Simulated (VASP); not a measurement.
A run of VASP 6.6.1:

File POSCAR:

```
AgI
1.0
    4.6973804538      0.0000000000      0.0000000000
   -2.3486902269      4.0680508042      0.0000000000
    0.0000000000      0.0000000000      7.6752895980
Ag I
2 2
Direct
    0.3333333333      0.6666666667      0.0000048555
    0.6666666667      0.3333333333      0.5000048555
    0.3333333333      0.6666666667      0.3749951445
    0.6666666667      0.3333333333      0.8749951445
```

The input INCAR.step1:

```
  ALGO = Normal
  EDIFF = 1E-5
  ENCUT = 550
  GGA = PE
  GGA_COMPAT = F
  ISMEAR = 0
  LASPH = T
  LCHARG = F
  LREAL = F
  LWAVE = T
  NBANDS = 26
  NELM = 120
  PREC = Accurate
  SIGMA = 0.01
```

INCAR.step2

```
  ALGO = Normal
  EDIFF = 1E-6
  ENCUT = 550
  GGA_COMPAT = F
  ISIF = 2
  ISMEAR = 0
  ISTART = 1
  LASPH = T
  LCHARG = T
  LELF = T
  LMIXTAU = T
  LREAL = F
  LVHAR = T
  LWAVE = F
  METAGGA = R2SCAN
  NBANDS = 26
  NELM = 120
  PREC = Accurate
  SIGMA = 0.01
```

Contents of KPOINTS:

```
k-points
0
Gamma
  6 6 4
```

Potentials or basis: VASP PAW PBE potentials, release 64 (Ag, I).

Run with:

```bash
$ cat potpaw_PBE.64/Ag/POTCAR potpaw_PBE.64/I/POTCAR > POTCAR
$ cp INCAR.step1 INCAR
$ mpirun -np 1 vasp_std > vasp.out
$ cp INCAR.step2 INCAR
$ mpirun -np 1 vasp_std > vasp.out
```

Hardware: 1 thread of Intel(R) Xeon(R) Platinum 8259CL CPU @ 2.50GHz (Skylake/Cascade Lake), on a shared host.

Estimate the wall time of this run.

It took 3.8 min on 1 thread of Intel(R) Xeon(R) Platinum 8259CL CPU @ 2.50GHz (Skylake/Cascade Lake), on a shared host, peak memory 0.33 GiB. Counts: k points 21.
